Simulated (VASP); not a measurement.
**Se: single point with PBEsol**

The system is Se.

```
Se
1.0
     2.77258    0.00000    0.00000
     0.00000    2.77258    0.00000
     0.00000    0.00000    2.77258
Se
1
Cartesian
  0.0000 0.0000 0.0000
```

This isn't the form of Se at room conditions, which is trigonal, of chains.

- Program: VASP 6.6.1
- Task: single point
- Functional: PBEsol
- Potentials or basis: VASP PAW PBE potentials, release 64 (Se)
- Cutoff: 520 eV
- k mesh: 10 × 10 × 10
- Occupations: gaussian, width 0.02 eV
- Spin: no spin polarisation

| Item | Value |
| --- | --- |
| Pressure | 1.4 GPa |
| Band gap on the k mesh | zero (bands 3 and 4 overlap by 6.61 eV) |

Levels at points of the mesh, in eV from the Fermi level:
```csv
k point,band 1,band 2,band 3,band 4,band 5,band 6,band 7,band 8
"(0.00, 0.00, 0.00)",-16.71,1.36,1.36,1.36,7.51,7.51,7.86,22.69
"(0.50, 0.00, 0.00)",-14.41,-7.64,2.94,2.94,9.82,11.78,12.45,13.51
"(0.50, 0.50, 0.00)",-12.12,-5.53,-5.53,2.33,4.37,13.66,15.87,15.87
"(0.50, 0.50, 0.50)",-9.75,-3.67,-3.67,-3.67,5.42,5.42,5.42,9.45
```

Wall time 10 s on 1 thread of Intel Xeon 8259CL, with other jobs on the host, peak memory 0.14 GiB.

Caveat: the PAW data sets were made with another functional, which shifts forces and pressure a little.
